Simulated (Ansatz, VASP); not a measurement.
**One calculation of Hg, two programs**

Contents of INCAR:

```
PREC     = Accurate       # precision mode
ENCUT    = 520            # plane-wave cutoff, eV
EDIFF    = 1E-7           # SCF threshold, eV
ISMEAR   = -1             # smearing method
SIGMA    = 0.03           # smearing width, eV
LREAL    = F              # projectors in reciprocal space
LASPH    = T              # aspherical terms in the spheres
NELM     = 60             # most SCF steps
ALGO     = Normal         # electronic algorithm
ISIF     = 2              # what is computed and relaxed
LWAVE    = F              # write WAVECAR
LCHARG   = F              # write CHGCAR
GGA      = CA             # functional
NBANDS   = 12             # bands
```

The input KPOINTS:

```
regular mesh
0
Gamma
  12 12 12
```

The input POSCAR:

```
Hg
1.0
    1.7300004553      0.9988162286      2.2116600000
   -1.7300004553      0.9988162286      2.2116600000
    0.0000000000     -1.9976324571      2.2116600000
Hg
1
Direct
    0.0000000000      0.0000000000      0.0000000000
```

Input for Ansatz:

```yaml
crystal:
  lattice:
    - [1.7300004553, 0.9988162286, 2.21166]
    - [-1.7300004553, 0.9988162286, 2.21166]
    - [0.0, -1.9976324571, 2.21166]
  atoms:
    - { symbol: Hg, position: [0.0, 0.0, 0.0] }
kpoints:
  mp_grid: { grid: [12, 12, 12] }
  band_path:
    path:
      - [0.0, 0.0, 0.0]
      - [0.5, 0.5, 0.5]
      - [0.697363303, 0.302636697, 0.5]
      - [0.5, -0.302636697, 0.302636697]
      - [0.5, 0.0, 0.0]
      - [0.0, 0.0, 0.0]
      - [0.4013183485, -0.4013183485, 0.0]
      - [0.5986816515, 0.0, 0.4013183485]
      - [0.5, 0.0, 0.5]
    npoints: 5
scf:
  occupations: { method: fermi_dirac, width: 0.03 }
hamiltonian:
  xc: lda
  pseudopotentials: { kind: all_electron, lapw: { basis_error: 0.0005 } }
output:
  forces: true
  stress: true
  eigenvalues: true
```

Change from the starting cell: zz strain of -1 %.

Alike in both runs: task single point; functional LDA; k mesh 12 × 12 × 12; occupations fermi-dirac, width 0.03 eV; no spin polarisation.

|  | VASP | Ansatz |
| --- | --- | --- |
| version | VASP 6.6.1 | Ansatz 0.2.0 |
| potentials or method | VASP PAW LDA potentials, release 64 (Hg), cutoff 520 eV | all-electron LAPW, scalar-relativistic |

|  | VASP | Ansatz | Ansatz less VASP |
| --- | --- | --- | --- |
| pressure (GPa) | -0.4 | -1.0 | -0.57 |
| traceless stress, the component that is largest in VASP (GPa) | -0.11 | -0.46 | -0.356 |

LDA's correlation is that of Perdew and Zunger in VASP and of Perdew and Wang (1992) in Ansatz. Ansatz ran all-electron here, and VASP with PAW potentials.

Neither program's run includes spin-orbit coupling.
